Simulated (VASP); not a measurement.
Wanted: the native input for a VASP 6.6.1 run.

| Quantity | Value |
| --- | --- |
| Task | single point |
| Functional | r2SCAN |
| Potentials or basis | VASP PAW PBE potentials, release 64 (Ni, Si) |
| Cutoff | 520 eV |
| k mesh | 5 × 5 × 3 |
| Occupations | fermi-dirac, width 0.05 eV |
| Spin | collinear spin, antiferromagnetic start |
| Starting moments | [1.0, -1.0, 1.0, -1.0, 1.0, -1.0, 1.0, -1.0, 0.0, 0.0, 0.0, 0.0] μB |
| Hubbard terms | Ni d U = 3.0 eV |
| Dipole correction | no |
| Further INCAR settings | ALGO = Normal; EDIFF = 1e-07; NBANDS = 64 |

Crystal: SiNi2.

```
Ni Si
1.0
     4.99000    0.00000    0.00000
     0.00000    3.72000    0.00000
     0.00000    0.00000    7.03000
Ni Si
8 4
Direct
  0.32500 0.75000 0.93700
  0.67500 0.25000 0.06300
  0.17500 0.25000 0.43700
  0.82500 0.75000 0.56300
  0.45800 0.75000 0.29700
  0.54200 0.25000 0.70300
  0.04200 0.25000 0.79700
  0.95800 0.75000 0.20300
  0.78600 0.75000 0.88600
  0.21400 0.25000 0.11400
  0.71400 0.25000 0.38600
  0.28600 0.75000 0.61400
```

One way to write it, as run:

POSCAR

```
SiNi2
1.0
    4.9900000000      0.0000000000      0.0000000000
    0.0000000000      3.7200000000      0.0000000000
    0.0000000000      0.0000000000      7.0300000000
Ni Si
8 4
Direct
    0.3250000000      0.7500000000      0.9370000000
    0.6750000000      0.2500000000      0.0630000000
    0.1750000000      0.2500000000      0.4370000000
    0.8250000000      0.7500000000      0.5630000000
    0.4580000000      0.7500000000      0.2970000000
    0.5420000000      0.2500000000      0.7030000000
    0.0420000000      0.2500000000      0.7970000000
    0.9580000000      0.7500000000      0.2030000000
    0.7860000000      0.7500000000      0.8860000000
    0.2140000000      0.2500000000      0.1140000000
    0.7140000000      0.2500000000      0.3860000000
    0.2860000000      0.7500000000      0.6140000000
```

INCAR.step1

```
SYSTEM = SiNi2
  PREC = Accurate
  ENCUT = 520
  ISMEAR = -1
  SIGMA = 0.05
  LREAL = .FALSE.
  LASPH = .TRUE.
  NELM = 150
  ISPIN = 2
  MAGMOM = 1 -1 1 -1 1 -1 1 -1 0 0 0 0
  LMAXMIX = 4
  LDAU = .TRUE.
  LDAUTYPE = 2
  LDAUL = 2 -1
  LDAUU = 3 0
  LDAUJ = 0 0
  NBANDS = 64
  GGA = PE
  ALGO = Normal
  EDIFF = 1E-4
  LWAVE = .TRUE.
  LCHARG = .FALSE.
```

INCAR.step2

```
SYSTEM = SiNi2
  PREC = Accurate
  ENCUT = 520
  EDIFF = 1E-7
  ISMEAR = -1
  SIGMA = 0.05
  LREAL = .FALSE.
  LASPH = .TRUE.
  NELM = 150
  ALGO = Normal
  ISIF = 2
  LWAVE = .FALSE.
  LCHARG = .FALSE.
  ISPIN = 2
  MAGMOM = 1 -1 1 -1 1 -1 1 -1 0 0 0 0
  LORBIT = 11
  LMAXMIX = 4
  LDAU = .TRUE.
  LDAUTYPE = 2
  LDAUL = 2 -1
  LDAUU = 3 0
  LDAUJ = 0 0
  LDAUPRINT = 1
  METAGGA = R2SCAN
  LMIXTAU = .TRUE.
  NBANDS = 64
  ISTART = 1
```

KPOINTS

```
Automatic mesh
0
G
  5 5 3
  0 0 0
```

Potentials or basis: VASP PAW PBE potentials, release 64 (Ni, Si).

The run is started by

```sh
$ cat potpaw_PBE.64/Ni/POTCAR potpaw_PBE.64/Si/POTCAR > POTCAR
$ cp INCAR.step1 INCAR
$ mpirun -np 1 vasp_std > vasp.out
$ cp INCAR.step2 INCAR
$ mpirun -np 1 vasp_std > vasp.out
```

It gave:

```yaml
Pressure: -10.3 GPa
Largest_force: 0.310 eV/Å
Band_gap_on_the_k_mesh: zero (filled and empty bands overlap)
Net_moment: 0.00 μB per cell
Valence_electrons_inside_the_program's_atomic_spheres: Ni 9.71, 9.61 (each value once); Si 1.61
```

Caveat: the cell stands under tension; the moments typed at the start vanished in this run; the PAW data sets were made with another functional, which shifts forces and pressure a little; the U is typed as a test and isn't derived for this compound.

Wall time 40 min on 1 thread of Oxide Virtual Turin-like Processor, on a shared host, peak memory 0.4 GiB.
